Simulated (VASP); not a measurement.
Wanted: the native input for a VASP 6.6.1 run.

* Task: relaxation of cell and atoms
* Functional: PBEsol
* Potentials or basis: VASP PAW PBE potentials, release 64 (Te)
* Cutoff: 600 eV
* k mesh: 9 × 9 × 9
* Occupations: fermi-dirac, width 0.05 eV
* Spin: no spin polarisation
* Dipole correction: no
* Further INCAR settings: ALGO = Normal; EDIFF = 1e-06; IBRION = 2; EDIFFG = -0.01; NSW = 60; ISIF = 3

The structure of Te lies in POSCAR:

```
Te
1.0
    2.3059043427      1.3313144930      1.6909537039
   -2.3059043427      1.3313144930      1.6909537039
    0.0000000000     -2.6626289860      1.6909537039
Te
1
Direct
    0.5000000000      0.5000000000      0.5000000000
```

One way to write it, as run:

INCAR

```
SYSTEM = Te
  PREC = Accurate
  ENCUT = 600
  EDIFF = 1E-6
  ISMEAR = -1
  SIGMA = 0.05
  LREAL = .FALSE.
  LASPH = .TRUE.
  NELM = 100
  ALGO = Normal
  ISIF = 3
  LWAVE = .FALSE.
  LCHARG = .FALSE.
  GGA = PS
  IBRION = 2
  NSW = 60
  EDIFFG = -0.01
```

KPOINTS

```
regular mesh
0
G
  9 9 9
  0 0 0
```

Potentials or basis: VASP PAW PBE potentials, release 64 (Te).

Run with:

```sh
$ cat potpaw_PBE.64/Te/POTCAR > POTCAR
$ mpirun -np 1 vasp_std > vasp.out
```

Results of the run:

```yaml
Relaxed_volume: 31.30 Å³/atom
Relaxed_cell: a = 3.154 Å, b = 3.154 Å, c = 3.154 Å, α = 92.09°, β = 92.09°, γ = 92.09°
Space_group_after_relaxing_to_0.05_Å: R-3m (No. 166)
Energy_gained_by_relaxing: 1.0 meV/atom
Ionic_steps: 10
Pressure_after_relaxing: 0.0 GPa
Band_gap_on_the_k_mesh: zero (band 3 reaches 9.43 eV, above the bottom of band 4 at 4.14 eV)
```

Caveat: the PAW data sets were made with another functional, which shifts forces and pressure a little; spin-orbit coupling is left out, which moves the levels of the heavy elements.

Run time: 46 s on 1 thread of Intel(R) Xeon(R) 6975P-C (Granite Rapids) (shared host), peak memory 0.18 GiB.
